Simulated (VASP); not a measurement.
Wanted: the native input for a VASP 6.6.1 run.

* Task: single point
* Functional: PBE
* Potentials or basis: VASP PAW PBE potentials, release 64 (Ni)
* Cutoff: 520 eV
* k mesh: 8 × 13 × 11
* Occupations: gaussian, width 0.1 eV
* Spin: no spin polarisation
* Dipole correction: no
* Further INCAR settings: ALGO = Normal; EDIFF = 1e-06; NBANDS = 17; ISYM = 0

The structure of Ni lies in POSCAR:

```
Ni
1.0
   -1.7704500000     -3.5409000000     -1.7704500000
   -1.7704500000      0.0000000000     -1.7704500000
    1.7704500000      0.0000000000     -1.7704500000
Ni
2
Direct
    0.0000000000      0.0000000000      0.0000000000
    0.5000000000      0.0000000000      0.5000000000
```

One way to write it, as run:

INCAR

```
PREC = Accurate
ENCUT = 520
EDIFF = 1E-6
ISMEAR = 0
SIGMA = 0.1
LREAL = F
LASPH = T
NELM = 80
ALGO = Normal
ISIF = 2
LWAVE = F
LCHARG = F
GGA = PE
NBANDS = 17
ISYM = 0
```

KPOINTS

```
Automatic mesh
0
Gamma
  8 13 11
```

Potentials or basis: VASP PAW PBE potentials, release 64 (Ni).

Run with:

```console
$ cat potpaw_PBE.64/Ni/POTCAR > POTCAR
$ mpirun -np 1 vasp_std > vasp.out
```

It gave:

| Quantity | Value |
| --- | --- |
| Pressure | -4.7 GPa |
| Band gap on the k mesh | zero (bands 10 and 11 overlap by 0.68 eV) |

Caveat: the cell stands under tension; the run has no spin polarisation, though such a crystal can be magnetic.

Run time: 2.8 min on 1 thread of Intel Xeon 8259CL, with other jobs on the host, peak memory 0.29 GiB.
